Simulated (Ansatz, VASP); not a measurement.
**I: VASP beside Ansatz**

INCAR

```
SYSTEM = I
PREC     = Accurate       ! precision mode
ENCUT    = 520            ! plane-wave cutoff, eV
EDIFF    = 1E-6           ! SCF threshold, eV
ISMEAR   = 0              ! smearing method
SIGMA    = 0.012          ! smearing width, eV
LREAL    = .FALSE.        ! projectors in reciprocal space
LASPH    = .TRUE.         ! aspherical terms in the spheres
NELM     = 80             ! most SCF steps
ALGO     = Normal         ! electronic algorithm
ISIF     = 2              ! what is computed and relaxed
LWAVE    = .FALSE.        ! write WAVECAR
LCHARG   = .FALSE.        ! write CHGCAR
GGA      = PE             ! functional
NBANDS   = 10             ! bands
```

Contents of KPOINTS:

```
Automatic mesh
0
G
  9 9 9
  0 0 0
```

File POSCAR:

```
I
1.0
    0.0000000000      2.3656004428      3.9098401324
    2.1922454667      0.0000000000      3.9098401324
    2.1922454667      2.3656004428      0.0000000000
I
1
Direct
    0.0000000000      0.0000000000      0.0000000000
```

input.yaml

```yaml
crystal:
  lattice:
    - [0.0, 2.3656004428, 3.9098401324]
    - [2.1922454667, 0.0, 3.9098401324]
    - [2.1922454667, 2.3656004428, 0.0]
  atoms:
    - { symbol: I, position: [0.0, 0.0, 0.0] }
kpoints:
  mp_grid: { grid: [9, 9, 9] }
scf:
  occupations: { method: gaussian, width: 0.012 }
hamiltonian:
  xc: pbe
  pseudopotentials: { kind: all_electron, lapw: { basis_error: 0.001 } }
output:
  forces: true
  stress: true
  eigenvalues: true
```

Alike in both runs: task single point; functional PBE; k mesh 9 × 9 × 9; occupations gaussian, width 0.012 eV; no spin polarisation.

|  | VASP | Ansatz |
| --- | --- | --- |
| version | VASP 6.6.1 | Ansatz 0.2.0 |
| potentials or method | VASP PAW PBE potentials, release 64 (I), cutoff 520 eV | all-electron LAPW, scalar-relativistic |

```csv
,VASP,Ansatz,Ansatz less VASP
gap on the k mesh at the Fermi level (eV),none,none,-
pressure (GPa),0.4,0.5,+0.05
"traceless stress, the component that is largest in VASP (GPa)",0.35,0.31,-0.041
```

A gap of «none» marks a metal or a gap that the smearing closes. Ansatz ran all-electron here, and VASP with PAW potentials.

Neither program's run includes spin-orbit coupling.
